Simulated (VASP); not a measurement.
Input of a VASP 6.6.1 run:

The input INCAR:

```
SYSTEM = Hf6TaAlO16
PREC = Accurate ; ENCUT = 520
EDIFF = 1E-6 ; ISMEAR = 0
SIGMA = 0.1 ; LREAL = Auto
LASPH = .TRUE. ; NELM = 100
ALGO = Normal ; ISIF = 2
LWAVE = .FALSE. ; LCHARG = .FALSE.
GGA = PE ; NBANDS = 103
ISYM = 0
```

File KPOINTS:

```
regular mesh
0
G
  3 3 3
  0 0 0
```

Contents of POSCAR:

```
Hf6TaAlO16
1.0
   -5.1212909905      5.3538919450     -0.4441528099
   -5.0729994140     -0.3958612334      5.0425610830
    0.0287805480      4.9385196831      4.6754803976
O Al Hf Ta
16 1 6 1
Direct
    0.8873382824      0.8751105981      0.3292257548
    0.3524944257      0.8542854673      0.4769574235
    0.8011463238      0.5013120343      0.3075841958
    0.9973137154      0.8031467355      0.8876865099
    0.5013630566      0.3208552977      0.3796918607
    0.3145983985      0.0091899316      0.8067003193
    0.8614911904      0.3750484268      0.9274834083
    0.3965923269      0.3815347933      0.8076051937
    0.4843093793      0.7119542269      0.1305344518
    0.1900911218      0.5009438276      0.1881774776
    0.5891506569      0.1062026889      0.1046739342
    0.6244052156      0.6300955523      0.6631901266
    0.1445235565      0.1243408421      0.1616115480
    0.1325409851      0.6019719333      0.5902610052
    0.6905922836      0.9965249264      0.6966811989
    0.0007992409      0.1898590907      0.6176086138
    0.4578716990      0.0165211588      0.9760323602
    0.0022506227      0.0420350097      0.9689318883
    0.0624343617      0.4783584937      0.9800145539
    0.0134136526      0.9463415703      0.5244018906
    0.5098078085      0.4454183730      0.0263498409
    0.5504999139      0.9905464169      0.4867583383
    0.9512914049      0.5085556902      0.5114984531
    0.4956413737      0.5625569722      0.4587797121
```

Potentials or basis: VASP PAW PBE potentials, release 64 (O, Al, Hf_pv, Ta_pv).

The run is started by

```sh
$ cat potpaw_PBE.64/O/POTCAR potpaw_PBE.64/Al/POTCAR potpaw_PBE.64/Hf_pv/POTCAR potpaw_PBE.64/Ta_pv/POTCAR > POTCAR
$ mpirun -np 1 vasp_std > vasp.out
```

(1) Estimate the largest force.

(2) Estimate the pressure.

(3) Predict the band gap on the k mesh.

Results:

(1) 0.239 eV/Å.

(2) -2.2 GPa.

(3) 3.80 eV (least direct gap 3.81 eV).

Caveat: spin-orbit coupling is left out, which moves the levels of the heavy elements; an odd mesh through Γ misses points on the zone boundary, where band edges can lie.
